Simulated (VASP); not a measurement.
# LiF (Fm-3m) in VASP: relaxation of cell and atoms with PBE

Aim: the relaxation of cell and atoms of LiF with PBE.

Everything below comes from runs of VASP 6.6.1. Logs are shortened: lines on timing, memory, paths and dates and some standing lists are left out, and cuts for length are marked.

## (1) The cell of the first run

It takes space group Fm-3m (No. 225, cubic). Conventional cell: a = 4.069 Å, b = 4.069 Å, c = 4.069 Å, α = 90.00°, β = 90.00°, γ = 90.00°. Within 2.7 Å of Li (site symmetry m-3m) lie 6 F at 2.03 Å. F (site symmetry m-3m) has 6 Li at 2.03 Å within 2.7 Å.

## (2) Relaxation of cell and atoms, PBE

INCAR

```
ALGO     = Normal         # electronic algorithm
EDIFF    = 1E-7           # SCF threshold, eV
EDIFFG   = -0.01          # ionic threshold
ENCUT    = 910            # plane-wave cutoff, eV
GGA      = PE             # functional
GGA_COMPAT= F            
IBRION   = 2              # ionic algorithm
ISIF     = 3              # what is computed and relaxed
ISMEAR   = 0              # smearing method
LASPH    = T              # aspherical terms in the spheres
LCHARG   = F              # write CHGCAR
LREAL    = F              # projectors in reciprocal space
LWAVE    = F              # write WAVECAR
NELM     = 120            # most SCF steps
NELMIN   = 4            
NSW      = 100            # ionic steps
PREC     = Accurate       # precision mode
SIGMA    = 0.02           # smearing width, eV
```

KPOINTS

```
k-points
0
Gamma
  10 10 10
```

POSCAR

```
LiF
1.0
    0.0000000000      2.0343867978      2.0343867978
    2.0343867978      0.0000000000      2.0343867978
    2.0343867978      2.0343867978      0.0000000000
Li F
1 1
Direct
    0.5000000000      0.5000000000      0.5000000000
    0.0000000000      0.0000000000      0.0000000000
```

Potentials or basis: VASP PAW PBE potentials, release 64 (Li_sv, F_h).

The run is started by

```sh
cat potpaw_PBE.64/Li_sv/POTCAR potpaw_PBE.64/F_h/POTCAR > POTCAR
mpirun -np 1 vasp_std > vasp.out
```

OUTCAR:

```text
EDIFF = 1E-7
   EDIFFG = -0.01
   ENCUT = 910
   GGA = PE
   IBRION = 2
   ISIF = 3
   ISMEAR = 0
   LASPH = T
   LREAL = F
   NELM = 120
   NELMIN = 4
   NSW = 100
   PREC = Accurate

 ion  position               nearest neighbor table
   1  0.500  0.500  0.500-   2 2.03   2 2.03   2 2.03   2 2.03   2 2.03   2 2.03
   2  0.000  0.000  0.000-   1 2.03   1 2.03   1 2.03   1 2.03   1 2.03   1 2.03

  LATTYP: Found a face centered cubic cell.
 ALAT       =     4.0687735956

  Lattice vectors:

 A1 = (   0.0000000000,   2.0343867978,   2.0343867978)
 A2 = (   2.0343867978,   0.0000000000,   2.0343867978)
 A3 = (   2.0343867978,   2.0343867978,   0.0000000000)

Analysis of symmetry for initial positions (statically):
=====================================================================
 Subroutine PRICEL returns:
 Original cell was already a primitive cell.

 Routine SETGRP: Setting up the symmetry group for a
 face centered cubic supercell.

 Subroutine GETGRP returns: Found 48 space group operations
 (whereof 48 operations were pure point group operations)
 out of a pool of 48 trial point group operations.

The static configuration has the point symmetry O_h .

Analysis of symmetry for dynamics (positions and initial velocities):
=====================================================================
 Subroutine PRICEL returns:
 Original cell was already a primitive cell.

 Routine SETGRP: Setting up the symmetry group for a
 face centered cubic supercell.

 Subroutine GETGRP returns: Found 48 space group operations
 (whereof 48 operations were pure point group operations)
 out of a pool of 48 trial point group operations.

The dynamic configuration has the point symmetry O_h .

 Subroutine INISYM returns: Found 48 space group operations
 (whereof 48 operations are pure point group operations),
 and found     1 'primitive' translations

----------------------------------------------------------------------------------------

                                     Primitive cell

  volume of cell :      16.8396

  direct lattice vectors                    reciprocal lattice vectors
     0.000000000  2.034386798  2.034386798    -0.245774304  0.245774304  0.245774304
     2.034386798  0.000000000  2.034386798     0.245774304 -0.245774304  0.245774304
     2.034386798  2.034386798  0.000000000     0.245774304  0.245774304 -0.245774304

  length of vectors
     2.877057401  2.877057401  2.877057401     0.425693582  0.425693582  0.425693582

  position of ions in fractional coordinates (direct lattice)
     0.500000000  0.500000000  0.500000000
     0.000000000  0.000000000  0.000000000

  ion indices of the primitive-cell ions
   primitive index   ion index
                 1           1
                 2           2

----------------------------------------------------------------------------------------

 KPOINTS: k-points

Automatic generation of k-mesh.
 Grid dimensions read from file:
 generate k-points for:   10   10   10

 Generating k-lattice:

  Cartesian coordinates                     Fractional coordinates (reciprocal lattice)
    -0.024577430  0.024577430  0.024577430     0.100000000  0.000000000  0.000000000
     0.024577430 -0.024577430  0.024577430     0.000000000  0.100000000  0.000000000
     0.024577430  0.024577430 -0.024577430     0.000000000  0.000000000  0.100000000

  Length of vectors
     0.042569358  0.042569358  0.042569358

  Shift w.r.t. Gamma in fractional coordinates (k-lattice)
     0.000000000  0.000000000  0.000000000

 Subroutine IBZKPT returns following result:
 ===========================================

 Found     47 irreducible k-points:

 Following reciprocal coordinates:
            Coordinates               Weight
  0.000000  0.000000  0.000000      1.000000
  0.100000  0.000000  0.000000      8.000000
  0.200000  0.000000  0.000000      8.000000
  0.300000  0.000000  0.000000      8.000000
  0.400000  0.000000  0.000000      8.000000
  0.500000  0.000000  0.000000      4.000000
[... 16 lines left out ...]
  0.300000  0.300000  0.000000      6.000000
  0.400000  0.300000  0.000000     24.000000
 [... further k-points ...]
   k-points           NKPTS =     47   k-points in BZ     NKDIM =     47   number of bands    NBANDS=      9
   number of dos      NEDOS =    301   number of ions     NIONS =      2
   total plane-waves  NPLWV =  21952
   dimension x,y,z NGX =    28 NGY =   28 NGZ =   28
   dimension x,y,z NGXF=    56 NGYF=   56 NGZF=   56
   ions per type =               1   1
   NGX,Y,Z   is equivalent  to a cutoff of  16.18, 16.18, 16.18 a.u.
   NGXF,Y,Z  is equivalent  to a cutoff of  32.36, 32.36, 32.36 a.u.
 SYSTEM =  unknown system
   PREC   = accura    normal or accurate (medium, high low for compatibility)
   ISTART =      0    job   : 0-new  1-cont  2-samecut
   ICHARG =      2    charge: 1-file 2-atom 10-const
   ISPIN  =      1    spin polarized calculation?
   LNONCOLLINEAR =      F non collinear calculations
   LSORBIT =      F    spin-orbit coupling
   LASPH  =      T    aspherical Exc in radial PAW
   ENCUT  =  910.0 eV  66.88 Ry    8.18 a.u.   7.08  7.08  7.08*2*pi/ulx,y,z
   NELM   =    120;   NELMIN=  4; NELMDL= -5     # of ELM steps
   EDIFF  = 0.1E-06   stopping-criterion for ELM
   LREAL  =      F    real-space projection
   EDIFFG = -.1E-01   stopping-criterion for IOM
   NSW    =    100    number of steps for IOM
   IBRION =      2    ionic relax: 0-MD 1-quasi-New 2-CG
   NFREE  =      1    steps in history (QN), initial steepest desc. (CG)
   ISIF   =      3    stress and relaxation
   ISYM   =      2    0-nonsym 1-usesym 2-fastsym
   POTIM  = 0.5000    time-step for ionic-motion
   TEBEG  =    0.0;   TEEND  =   0.0 temperature during run
   PSTRESS=    0.0 pullay stress
   NELECT =      10.0000    total number of electrons
   NUPDOWN=      -1.0000    fix difference up-down
   EMIN   =  10.00;   EMAX   =-10.00  energy-range for DOS
   EFERMI =   0.00;   METHOD = LEGACY
   ISMEAR =     0;   SIGMA  =   0.02  broadening in eV -4-tet -1-fermi 0-gaus
   EFERMI_NEDOS =   21; number of points for ismear=-14 and -15
   IALGO  =     38    algorithm
   IMIX   =      4    mixing-type and parameters
     AMIX     =   0.40;   BMIX     =  1.00
     AMIX_MAG =   1.60;   BMIX_MAG =  1.00
  volume/ion in A,a.u.               =       8.42        56.82
  Fermi-wavevector in a.u.,A,eV,Ry     =   1.376041  2.600340 25.762471  1.893488
  Thomas-Fermi vector in A             =   2.501322
   LORBIT       =      0    0 simple, 1 ext, 2 COOP (PROOUT), +10 PAW based schemes
   GGA     = PE    functional components
   LHFCALC =     F    Hartree Fock is set to
   AEXX    =    0.0000 exact exchange contribution
   IVDW    =     0    specifies the selected vdW correction
   LEPSILON=     F    determine dielectric tensor
   LRPA    =     F    only Hartree local field effects (RPA)
 conjugate gradient relaxation of ions
 non-spin polarized calculation
 Gauss-broadening in eV      SIGMA  =   0.02
  energy-cutoff  :      910.00
  volume of cell :       16.84
 maximum number of plane-waves:      1067
   NGX = 15   NGY = 15   NGZ = 15

--------------------------------------- Ionic step        1  -------------------------------------------

 number of electron      10.0000003 magnetization

 Free energy of the ion-electron system (eV)
  ---------------------------------------------------
  ext. energy  EPLUGINS =         0.00000000
  ---------------------------------------------------
  free energy    TOTEN  =        -9.64674832 eV

  energy without entropy =       -9.64674832  energy(sigma->0) =       -9.64674832

------------------------ aborting loop because EDIFF is reached ----------------------------------------

  FORCE on cell =-STRESS in cart. coord.  units (eV):
  Direction    XX          YY          ZZ          XY          YZ          ZX
  --------------------------------------------------------------------------------------
  -------------------------------------------------------------------------------------
  Total       -0.1121430     -0.1121430     -0.1121430      0.0000000      0.0000000     -0.0000000
  in kB      -10.6697002    -10.6697002    -10.6697002      0.0000000      0.0000000     -0.0000000
  external PRESSURE =     -10.6697002 kB  Pullay stress =       0.0000000 kB
[... 57 lines left out ...]
  energy  without entropy=       -9.6473622031  energy(sigma->0) =       -9.64736220

--------------------------------------- Ionic step        3  -------------------------------------------

 number of electron      10.0000001 magnetization

 Free energy of the ion-electron system (eV)
  ---------------------------------------------------
  ext. energy  EPLUGINS =         0.00000000
  ---------------------------------------------------
  free energy    TOTEN  =        -9.64746606 eV

  energy without entropy =       -9.64746606  energy(sigma->0) =       -9.64746606

 E-fermi :  -0.3484     XC(G=0):  -9.9045

 val. band max:       -0.5984501044   @ k =   0.0000   0.0000   0.0000
 cond. band min:       8.3356095642   @ k =   0.0000   0.0000   0.0000
 fundamental gap:      8.9340596687
 Fermi energy:        -0.3484245311

 k-point     1 :       0.0000    0.0000    0.0000
  band No.  band energies     occupation
      1     -41.5375      2.00000
      2     -20.5295      2.00000
      3      -0.5985      2.00000
      4      -0.5985      2.00000
      5      -0.5985      2.00000
      6       8.3356      0.00000
      7      23.1658      0.00000
      8      23.1658      0.00000
      9      23.1658      0.00000
[... 265 lines left out ...]
 k-point    24 :       0.4000    0.3000    0.0000
  band No.  band energies     occupation
      1     -41.4816      2.00000
      2     -20.0176      2.00000
      3      -2.8656      2.00000
      4      -1.4492      2.00000
      5      -1.3399      2.00000
      6      12.3304      0.00000
      7      16.0991      0.00000
      8      17.7567      0.00000
      9      19.3926      0.00000

 [... further k-points ...]

------------------------ aborting loop because EDIFF is reached ----------------------------------------

  FORCE on cell =-STRESS in cart. coord.  units (eV):
  Direction    XX          YY          ZZ          XY          YZ          ZX
  --------------------------------------------------------------------------------------
  -------------------------------------------------------------------------------------
  Total        0.0079862      0.0079862      0.0079862     -0.0000000      0.0000000      0.0000000
  in kB        0.7707103      0.7707103      0.7707103     -0.0000000      0.0000000      0.0000000
  external PRESSURE =       0.7707103 kB  Pullay stress =       0.0000000 kB
[... 17 lines left out ...]
  FREE ENERGIE OF THE ION-ELECTRON SYSTEM (eV)
  ---------------------------------------------------
  free  energy   TOTEN  =        -9.6474660640 eV

  energy  without entropy=       -9.6474660640  energy(sigma->0) =       -9.64746606

 reached required accuracy - stopping structural energy minimisation
```

It took 68 s on 1 thread of AMD EPYC 7R43 (Zen 3), shared host; peak memory 0.12 GiB.

Results:

```yaml
Free_energy: -9.6475 eV
Relaxed_volume: 8.30 Å³/atom
Relaxed_cell: a = 2.863 Å, b = 2.863 Å, c = 2.863 Å, α = 60.00°, β = 60.00°, γ = 60.00°
Space_group_after_relaxing_to_0.1_Å: Fm-3m (No. 225)
Energy_gained_by_relaxing: 0.4 meV/atom
Ionic_steps: 3
Pressure_after_relaxing: 0.1 GPa
Band_gap_on_the_k_mesh: 8.93 eV
```

Step by step:
| step | energy change (eV) | largest force (eV/Å) | pressure (GPa) | volume (Å³) |
| --- | --- | --- | --- | --- |
| 1 | 0.0000 | 0.0000 | -1.07 | 16.84 |
| 2 | -0.0006 | 0.0000 | -0.40 | 16.70 |
| 3 | -0.0007 | 0.0000 | 0.08 | 16.60 |

Final structure:
```
Li F
1.0
     0.00000    2.02478    2.02478
     2.02478    0.00000    2.02478
     2.02478    2.02478    0.00000
Li F
1 1
Direct
  0.50000 0.50000 0.50000
  0.00000 0.00000 0.00000
```

Caveat: the cutoff is under 1.25 times the usual one of these potentials, so pressure, stress and relaxed cells hold a basis-set (Pulay) error.
